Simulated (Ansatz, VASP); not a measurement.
**Two plane-wave programs on FeNi2**

```
Fe Ni
1.0
     0.00000    3.27508    3.27508
     3.27508    0.00000    3.27508
     3.27508    3.27508    0.00000
Fe Ni
2 4
Direct
  0.75000 0.75000 0.75000
  0.50000 0.50000 0.50000
  0.12500 0.12500 0.62500
  0.12500 0.62500 0.12500
  0.62500 0.12500 0.12500
  0.12500 0.12500 0.12500
```

Alike in both runs: task single point; functional LDA; k mesh 6 × 6 × 6; occupations fermi-dirac, width 0.15 eV; collinear spin.

|  | VASP | Ansatz |
| --- | --- | --- |
| version | VASP 6.6.1 | Ansatz 0.2.0 |
| potentials or method | VASP PAW LDA potentials, release 64 (Fe, Ni), cutoff 520 eV | plane waves, PAW |
| valence electrons in the cell | 56 | 104 |

Ansatz gave:

| Property | Result |
| --- | --- |
| gap on the k mesh at the Fermi level (eV) | none |
| pressure (GPa) | -15.2 |
| net moment per atom (μB) | 1.30 |
| size of the moment on the site where the two differ most (μB) | 2.86 |

**Question.** Which values does VASP return?

**Answer.** gap on the k mesh at the Fermi level (eV): none; pressure (GPa): -15.6; net moment per atom (μB): 1.26; size of the moment on the site where the two differ most (μB): 2.77.

LDA's correlation is that of Perdew and Zunger in VASP and of Perdew and Wang (1992) in Ansatz. Site moments also hang on the region over which each program counts them. A gap of «none» marks a metal or a gap that the smearing closes. VASP's potentials hold 56 valence electrons a cell and Ansatz's 104, so a difference there can come from the potentials and not from the codes.
